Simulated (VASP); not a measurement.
Crystal: ClO.

```
Cl O
1.0
     3.18522    0.00000    0.00000
     0.00000    3.18522    0.00000
     0.00000    0.00000    3.18522
Cl O
1 1
Direct
  0.00000 0.00000 0.00000
  0.50000 0.50000 0.50000
```

* Program: VASP 6.6.1
* Task: relaxation of volume and atoms at fixed shape
* Functional: r2SCAN
* Potentials or basis: VASP PAW PBE potentials, release 64 (Cl, O)
* Cutoff: 600 eV
* k mesh: 15 × 15 × 15
* Occupations: fermi-dirac, width 0.02 eV
* Spin: no spin polarisation

At the start: pressure -11.9 GPa; volume 16.16 Å³/atom.

**Question.** How do energy, volume and symmetry change on relaxing?

**Answer.** Over 5 steps the energy falls by 176.9 meV/atom and the volume is 12.48 Å³/atom (-22.8 %); space group Pm-3m (No. 221, to 0.05 Å).

The path:
```
step  energy change (eV)  largest force (eV/Å)  pressure (GPa)  volume (Å³)
   1              0.0000                0.0000          -11.85        32.32
   2             -0.3133                0.0000           -5.75        27.04
   3             -0.3532                0.0000           -0.76        25.17
   4             -0.3537                0.0000            0.16        24.91
   5             -0.3537                0.0000           -0.03        24.96
```

Final structure:
```yaml
crystal:
  lattice:
    - [2.92253, 0.00000, 0.00000]
    - [0.00000, 2.92253, 0.00000]
    - [0.00000, 0.00000, 2.92253]
  atoms:
    - { symbol: Cl, position: [0.00000, 0.00000, 0.00000] }
    - { symbol: O, position: [0.50000, 0.50000, 0.50000] }
```

Caveat: the volume moved by over 15 % at a fixed basis, so the end points are rough; the PAW data sets were made with another functional, which shifts forces and pressure a little; an odd number of electrons without spin polarisation forces a metal; a magnetic or distorted state may lie lower.
